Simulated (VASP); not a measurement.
# Rh (Fm-3m) in VASP: further runs

The runs below take Rh through single point, relaxation of cell and atoms, with PBE.

All numbers are computed with VASP 6.6.1; they aren't measurements. Logs are shortened: lines on timing, memory, paths and dates and some standing lists are left out, and cuts for length are marked.

### 1 The cell of the first run

Symmetry: Fm-3m, No. 225, cubic system. The conventional cell has a = 3.811 Å, b = 3.811 Å, c = 3.811 Å, α = 90.00°, β = 90.00°, γ = 90.00°. Rh (site symmetry m-3m) has 12 Rh at 2.69 Å within 3.6 Å.

### 2 Single point, PBE

File INCAR:

```
SYSTEM = Rh
  PREC = Accurate
  ENCUT = 520
  EDIFF = 1E-7
  ISMEAR = 1
  SIGMA = 0.1
  LREAL = .False.
  LASPH = .True.
  NELM = 60
  ALGO = Normal
  ISIF = 2
  LWAVE = .False.
  LCHARG = .True.
  GGA = PE
  LELF = .True.
  LVHAR = .True.
  NBANDS = 14
```

File KPOINTS:

```
Automatic mesh
0
Gamma
  15 15 15
  0 0 0
```

File POSCAR:

```
Rh
1.0
    0.0000000000      1.9052619849      1.9052619849
    1.9052619849      0.0000000000      1.9052619849
    1.9052619849      1.9052619849      0.0000000000
Rh
1
Direct
    0.0000000000      0.0000000000      0.0000000000
```

Potentials or basis: VASP PAW PBE potentials, release 64 (Rh_pv).

Run with:

```sh
cat potpaw_PBE.64/Rh_pv/POTCAR > POTCAR
mpirun -np 1 vasp_std > vasp.out
```

OUTCAR:

```text
SYSTEM = Rh
   PREC = Accurate
   ENCUT = 520
   EDIFF = 1E-7
   ISMEAR = 1
   LREAL = .False.
   LASPH = .True.
   NELM = 60
   ISIF = 2
   GGA = PE

 ion  position               nearest neighbor table
   1  0.000  0.000  0.000-

  LATTYP: Found a face centered cubic cell.
 ALAT       =     3.8105239698

  Lattice vectors:

 A1 = (   0.0000000000,   1.9052619849,   1.9052619849)
 A2 = (   1.9052619849,   0.0000000000,   1.9052619849)
 A3 = (   1.9052619849,   1.9052619849,   0.0000000000)

Analysis of symmetry for initial positions (statically):
=====================================================================
 Subroutine PRICEL returns:
 Original cell was already a primitive cell.

 Routine SETGRP: Setting up the symmetry group for a
 face centered cubic supercell.

 Subroutine GETGRP returns: Found 48 space group operations
 (whereof 48 operations were pure point group operations)
 out of a pool of 48 trial point group operations.

The static configuration has the point symmetry O_h .

Analysis of symmetry for dynamics (positions and initial velocities):
=====================================================================
 Subroutine PRICEL returns:
 Original cell was already a primitive cell.

 Routine SETGRP: Setting up the symmetry group for a
 face centered cubic supercell.

 Subroutine GETGRP returns: Found 48 space group operations
 (whereof 48 operations were pure point group operations)
 out of a pool of 48 trial point group operations.

The dynamic configuration has the point symmetry O_h .

 Subroutine INISYM returns: Found 48 space group operations
 (whereof 48 operations are pure point group operations),
 and found     1 'primitive' translations

----------------------------------------------------------------------------------------

                                     Primitive cell

  volume of cell :      13.8323

  direct lattice vectors                    reciprocal lattice vectors
     0.000000000  1.905261985  1.905261985    -0.262431101  0.262431101  0.262431101
     1.905261985  0.000000000  1.905261985     0.262431101 -0.262431101  0.262431101
     1.905261985  1.905261985  0.000000000     0.262431101  0.262431101 -0.262431101

  length of vectors
     2.694447339  2.694447339  2.694447339     0.454544000  0.454544000  0.454544000

  position of ions in fractional coordinates (direct lattice)
     0.000000000  0.000000000  0.000000000

  ion indices of the primitive-cell ions
   primitive index   ion index
                 1           1

----------------------------------------------------------------------------------------

 KPOINTS: Automatic mesh

Automatic generation of k-mesh.
 Grid dimensions read from file:
 generate k-points for:   15   15   15

 Generating k-lattice:

  Cartesian coordinates                     Fractional coordinates (reciprocal lattice)
    -0.017495407  0.017495407  0.017495407     0.066666667  0.000000000  0.000000000
     0.017495407 -0.017495407  0.017495407     0.000000000  0.066666667  0.000000000
     0.017495407  0.017495407 -0.017495407     0.000000000  0.000000000  0.066666667

  Length of vectors
     0.030302933  0.030302933  0.030302933

  Shift w.r.t. Gamma in fractional coordinates (k-lattice)
     0.000000000  0.000000000  0.000000000

 Subroutine IBZKPT returns following result:
 ===========================================

 Found    120 irreducible k-points:

 Following reciprocal coordinates:
            Coordinates               Weight
  0.000000  0.000000  0.000000      1.000000
  0.066667  0.000000  0.000000      8.000000
  0.133333  0.000000  0.000000      8.000000
  0.200000  0.000000  0.000000      8.000000
  0.266667  0.000000  0.000000      8.000000
  0.333333  0.000000  0.000000      8.000000
[... 16 lines left out ...]
  0.133333  0.133333  0.000000      6.000000
  0.200000  0.133333  0.000000     24.000000
 [... further k-points ...]
   k-points           NKPTS =    120   k-points in BZ     NKDIM =    120   number of bands    NBANDS=     14
   number of dos      NEDOS =    301   number of ions     NIONS =      1
   total plane-waves  NPLWV =   8000
   dimension x,y,z NGX =    20 NGY =   20 NGZ =   20
   dimension x,y,z NGXF=    40 NGYF=   40 NGZF=   40
   ions per type =               1
   NGX,Y,Z   is equivalent  to a cutoff of  12.34, 12.34, 12.34 a.u.
   NGXF,Y,Z  is equivalent  to a cutoff of  24.68, 24.68, 24.68 a.u.
 SYSTEM =  Rh
   PREC   = accura    normal or accurate (medium, high low for compatibility)
   ISTART =      0    job   : 0-new  1-cont  2-samecut
   ICHARG =      2    charge: 1-file 2-atom 10-const
   ISPIN  =      1    spin polarized calculation?
   LNONCOLLINEAR =      F non collinear calculations
   LSORBIT =      F    spin-orbit coupling
   LASPH  =      T    aspherical Exc in radial PAW
   ENCUT  =  520.0 eV  38.22 Ry    6.18 a.u.   5.01  5.01  5.01*2*pi/ulx,y,z
   NELM   =     60;   NELMIN=  2; NELMDL= -5     # of ELM steps
   EDIFF  = 0.1E-06   stopping-criterion for ELM
   LREAL  =      F    real-space projection
   EDIFFG = 0.1E-05   stopping-criterion for IOM
   NSW    =      0    number of steps for IOM
   IBRION =     -1    ionic relax: 0-MD 1-quasi-New 2-CG
   NFREE  =      0    steps in history (QN), initial steepest desc. (CG)
   ISIF   =      2    stress and relaxation
   ISYM   =      2    0-nonsym 1-usesym 2-fastsym
   POTIM  = 0.5000    time-step for ionic-motion
   TEBEG  =    0.0;   TEEND  =   0.0 temperature during run
   PSTRESS=    0.0 pullay stress
   NELECT =      15.0000    total number of electrons
   NUPDOWN=      -1.0000    fix difference up-down
   EMIN   =  10.00;   EMAX   =-10.00  energy-range for DOS
   EFERMI =   0.00;   METHOD = LEGACY
   ISMEAR =     1;   SIGMA  =   0.10  broadening in eV -4-tet -1-fermi 0-gaus
   EFERMI_NEDOS =   21; number of points for ismear=-14 and -15
   IALGO  =     38    algorithm
   IMIX   =      4    mixing-type and parameters
     AMIX     =   0.40;   BMIX     =  1.00
     AMIX_MAG =   1.60;   BMIX_MAG =  1.00
  volume/ion in A,a.u.               =      13.83        93.34
  Fermi-wavevector in a.u.,A,eV,Ry     =   1.681927  3.178382 38.489241  2.828879
  Thomas-Fermi vector in A             =   2.765397
   LORBIT       =      0    0 simple, 1 ext, 2 COOP (PROOUT), +10 PAW based schemes
   GGA     = PE    functional components
   LHFCALC =     F    Hartree Fock is set to
   AEXX    =    0.0000 exact exchange contribution
   IVDW    =     0    specifies the selected vdW correction
   LEPSILON=     F    determine dielectric tensor
   LRPA    =     F    only Hartree local field effects (RPA)
 non-spin polarized calculation
 Methfessel and Paxton  Order N= 1 SIGMA  =   0.10
  energy-cutoff  :      520.00
  volume of cell :       13.83
 maximum number of plane-waves:       380
   NGX =  9   NGY =  9   NGZ =  9

 number of electron      15.0000006 magnetization

 Free energy of the ion-electron system (eV)
  ---------------------------------------------------
  ext. energy  EPLUGINS =         0.00000000
  ---------------------------------------------------
  free energy    TOTEN  =        -7.25554186 eV

  energy without entropy =       -7.25548843  energy(sigma->0) =       -7.25552405

 E-fermi :  11.8112     XC(G=0): -13.9942

 val. band max:       11.8108480614   @ k =  -0.4667   0.4000   0.0000
 cond. band min:      11.8286885992   @ k =  -0.4667   0.2667   0.1333
 fundamental gap:      0.0178405377
 Fermi energy:        11.8111737011

 k-point     1 :       0.0000    0.0000    0.0000
  band No.  band energies     occupation
      1     -34.5879      2.00000
      2     -34.5879      2.00000
      3     -34.5879      2.00000
      4       3.8785      2.00000
      5       8.7369      2.00000
      6       8.7369      2.00000
      7       8.7369      2.00000
      8      10.8025      2.00000
      9      10.8025      2.00000
     10      27.7927      0.00000
     11      32.3193      0.00000
     12      33.2207      0.00000
     13      33.2207      0.00000
     14      33.2207      0.00000

 k-point     2 :       0.0667    0.0000    0.0000
  band No.  band energies     occupation
      1     -34.6199      2.00000
      2     -34.5922      2.00000
      3     -34.5922      2.00000
      4       4.0563      2.00000
      5       8.6593      2.00000
      6       8.8057      2.00000
      7       8.8057      2.00000
      8      10.7645      2.00000
      9      10.7645      2.00000
     10      28.0473      0.00000
     11      32.2468      0.00000
     12      32.3312      0.00000
     13      33.4790      0.00000
     14      33.4790      0.00000

 k-point     3 :       0.1333    0.0000    0.0000
  band No.  band energies     occupation
      1     -34.7099      2.00000
      2     -34.6044      2.00000
      3     -34.6044      2.00000
      4       4.5545      2.00000
      5       8.4838      2.00000
      6       8.9721      2.00000
      7       8.9721      2.00000
      8      10.6992      2.00000
      9      10.6992      2.00000
     10      28.6811      0.00000
     11      30.4230      0.00000
     12      32.3197      0.00000
     13      34.2165      0.00000
     14      34.2165      0.00000

 k-point     4 :       0.2000    0.0000    0.0000
  band No.  band energies     occupation
      1     -34.8410      2.00000
      2     -34.6224      2.00000
      3     -34.6224      2.00000
      4       5.2319      2.00000
      5       8.3996      2.00000
      6       9.1047      2.00000
      7       9.1047      2.00000
      8      10.7544      2.00000
      9      10.7544      2.00000
     10      28.3674      0.00000
     11      29.3519      0.00000
     12      32.3193      0.00000
     13      35.3093      0.00000
     14      35.3093      0.00000

 k-point     5 :       0.2667    0.0000    0.0000
  band No.  band energies     occupation
      1     -34.9896      2.00000
      2     -34.6429      2.00000
      3     -34.6429      2.00000
      4       5.7564      2.00000
      5       8.7726      2.00000
      6       9.0703      2.00000
      7       9.0703      2.00000
      8      11.0656      2.00000
      9      11.0656      2.00000
     10      26.3303      0.00000
     11      29.2325      0.00000
[... 276 lines left out ...]
 k-point    22 :      -0.0667    0.0667    0.0000
  band No.  band energies     occupation
      1     -34.6644      2.00000
      2     -34.6112      2.00000
      3     -34.5939      2.00000
      4       4.3429      2.00000
      5       8.5148      2.00000
      6       8.9010      2.00000
      7       8.9512      2.00000
      8      10.5949      2.00000
      9      10.8350      2.00000
     10      28.4382      0.00000
     11      31.3636      0.00000
     12      32.3205      0.00000
     13      33.2634      0.00000
     14      34.1831      0.00000

 k-point    23 :       0.1333    0.1333    0.0000
  band No.  band energies     occupation
      1     -34.7062      2.00000
      2     -34.6319      2.00000
      3     -34.6319      2.00000
      4       4.7821      2.00000
      5       8.1613      2.00000
      6       9.2152      2.00000
      7       9.2152      2.00000
      8      10.2146      2.00000
      9      11.0312      2.00000
     10      29.0983      0.00000
     11      31.3902      0.00000
     12      32.3207      0.00000
     13      33.0652      0.00000
     14      33.0652      0.00000

 k-point    24 :       0.2000    0.1333    0.0000
  band No.  band energies     occupation
      1     -34.7916      2.00000
      2     -34.6543      2.00000
      3     -34.6483      2.00000
      4       5.3159      2.00000
      5       7.9110      2.00000
      6       9.3728      2.00000
      7       9.4480      2.00000
      8      10.1314      2.00000
      9      11.1569      2.00000
     10      29.7002      0.00000
     11      30.1801      0.00000
     12      32.3192      0.00000
     13      32.8868      0.00000
     14      33.4007      0.00000

 [... further k-points ...]

------------------------ aborting loop because EDIFF is reached ----------------------------------------

  FORCE on cell =-STRESS in cart. coord.  units (eV):
  Direction    XX          YY          ZZ          XY          YZ          ZX
  --------------------------------------------------------------------------------------
  -------------------------------------------------------------------------------------
  Total        0.3475691      0.3475691      0.3475691     -0.0000000     -0.0000000      0.0000000
  in kB       40.2585005     40.2585005     40.2585005     -0.0000000     -0.0000000      0.0000000
  external PRESSURE =      40.2585005 kB  Pullay stress =       0.0000000 kB

 VOLUME and BASIS-vectors are now :
 -----------------------------------------------------------------------------
  energy-cutoff  :      520.00
  volume of cell :       13.83
      direct lattice vectors                 reciprocal lattice vectors
     0.000000000  1.905261985  1.905261985    -0.262431101  0.262431101  0.262431101
     1.905261985  0.000000000  1.905261985     0.262431101 -0.262431101  0.262431101
     1.905261985  1.905261985  0.000000000     0.262431101  0.262431101 -0.262431101

 POSITION                                       TOTAL-FORCE (eV/Angst)
 -----------------------------------------------------------------------------------
      0.00000      0.00000      0.00000         0.000000      0.000000      0.000000
 -----------------------------------------------------------------------------------
    total drift:                               -0.000000     -0.000000     -0.000000

  FREE ENERGIE OF THE ION-ELECTRON SYSTEM (eV)
  ---------------------------------------------------
  free  energy   TOTEN  =        -7.2555418591 eV

  energy  without entropy=       -7.2554884331  energy(sigma->0) =       -7.25552405
```

It took 29 s on 1 thread of AMD EPYC 7R13, shared host; peak memory 0.11 GiB.

What came out:

| Property | Result |
| --- | --- |
| Free energy | -7.2555 eV |
| Pressure | 4.0 GPa |
| Band gap on the k mesh | zero (an odd number of electrons rules out a gap without spin polarisation) |

Levels at points of the mesh, in eV from the Fermi level:
```
           k point  band 3  band 4  band 5  band 6  band 7  band 8  band 9  band 10  band 11  band 12
(0.00, 0.00, 0.00)  -46.40   -7.93   -3.07   -3.07   -3.07   -1.01   -1.01    15.98    20.51    21.41
```

Caveat: the cell stands under pressure.

(Part 1 of 2 ends here.)
